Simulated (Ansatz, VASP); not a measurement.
## AlN in VASP and in Ansatz

```
Al N
1.0
     0.05878    2.17811    2.17811
     2.17811    0.05878    2.17811
     2.17811    2.17811    0.05878
Al N
1 1
Direct
  0.00194 0.00194 0.00194
  0.24806 0.24806 0.24806
```

Change from the starting cell: epitaxial_111 strain -3.0%.

Alike in both runs: task single point; functional PBE; k mesh 10 × 10 × 10; occupations fermi-dirac, width 0.02 eV; no spin polarisation.

```csv
,VASP,Ansatz
version,VASP 6.6.1,Ansatz 0.2.0
potentials or method,"VASP PAW PBE potentials, release 64 (Al, N)","plane waves, PAW"
plane-wave cutoff (eV),520,420
valence electrons in the cell,8,8
```

|  | VASP | Ansatz | Ansatz less VASP |
| --- | --- | --- | --- |
| gap on the k mesh at the Fermi level (eV) | 3.18 | 3.18 | +0.010 |
| pressure (GPa) | 16.1 | 16.3 | +0.24 |
| traceless stress, the component that is largest in VASP (GPa) | -5.61 | -5.56 | +0.051 |
| rms of the force components (eV/Å) | 0.024 | 0.023 | -0.0009 |

Atom by atom the forces differ by 0.001 eV/Å (rms over components).
